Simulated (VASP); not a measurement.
Wanted: the native input for a VASP 6.6.1 run.

```
Task                   : single point
Functional             : RPBE
Potentials or basis    : VASP PAW PBE potentials, release 64 (Au)
Cutoff                 : 520 eV
k mesh                 : 13 × 13 × 13
Occupations            : fermi-dirac, width 0.1 eV
Spin                   : no spin polarisation
Dipole correction      : no
Further INCAR settings : ALGO = Normal; EDIFF = 1e-06; NBANDS = 12
```

The structure of Au lies in POSCAR:

```
Au
1.0
    2.7415156597      0.0000000000      0.0000000000
    0.0000000000      2.7415156597      0.0000000000
    0.0000000000      0.0000000000      2.7415156597
Au
1
Direct
    0.0000000000      0.0000000000      0.0000000000
```

This cell differs from its parent crystal: volume scaled by 0.96.

The input as run:

INCAR

```
  PREC = Accurate
  ENCUT = 520
  EDIFF = 1E-6
  ISMEAR = -1
  SIGMA = 0.1
  LREAL = F
  LASPH = T
  NELM = 100
  ALGO = Normal
  ISIF = 2
  LWAVE = F
  LCHARG = F
  GGA = RP
  NBANDS = 12
```

KPOINTS

```
regular mesh
0
Gamma
  13 13 13
```

Potentials or basis: VASP PAW PBE potentials, release 64 (Au).

The run is started by

```sh
$ cat potpaw_PBE.64/Au/POTCAR > POTCAR
$ mpirun -np 1 vasp_std > vasp.out
```

Results of the run:

* Pressure: 4.0 GPa

Caveat: the PAW data sets were made with another functional, which shifts forces and pressure a little.

Wall time 7.3 s on 1 thread of Intel(R) Xeon(R) Platinum 8488C (Sapphire Rapids), with other jobs on the host, peak memory 0.14 GiB.
